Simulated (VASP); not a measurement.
Input of a VASP 6.6.1 run:

INCAR

```
SYSTEM = Ni
  PREC = Accurate
  ENCUT = 520
  EDIFF = 1E-7
  ISMEAR = -1
  SIGMA = 0.1
  LREAL = .FALSE.
  LASPH = .TRUE.
  NELM = 150
  ALGO = Normal
  ISIF = 2
  LWAVE = .FALSE.
  LCHARG = .FALSE.
  ISPIN = 2
  MAGMOM = 1 -1
  LORBIT = 11
  LMAXMIX = 4
  GGA = PS
  NBANDS = 21
```

The input KPOINTS:

```
Automatic mesh
0
G
  16 16 8
  0 0 0
```

POSCAR

```
Ni
1.0
    2.4682524878      0.0000000000      0.0000000000
   -1.2341262439      2.1375718690      0.0000000000
    0.0000000000      0.0000000000      4.1064711133
Ni
2
Direct
    0.3333333333      0.6666666667      0.2500000000
    0.6666666667      0.3333333333      0.7500000000
```

Potentials or basis: VASP PAW PBE potentials, release 64 (Ni).

Run with:

```bash
$ cat potpaw_PBE.64/Ni/POTCAR > POTCAR
$ mpirun -np 1 vasp_std > vasp.out
```

Task: Estimate the band gap on the k mesh.

Result: Zero (filled and empty bands overlap).

Task: Predict the net moment.

Result: 0.00 μB per cell.

Task: Estimate the pressure.

Result: -8.5 GPa.

Stress tensor (GPa, compression positive):
```
 -7.63   0.00   0.00
  0.00  -7.64   0.00
  0.00   0.00 -10.32
```

Caveat: the cell stands under tension; the PAW data sets were made with another functional, which shifts forces and pressure a little.
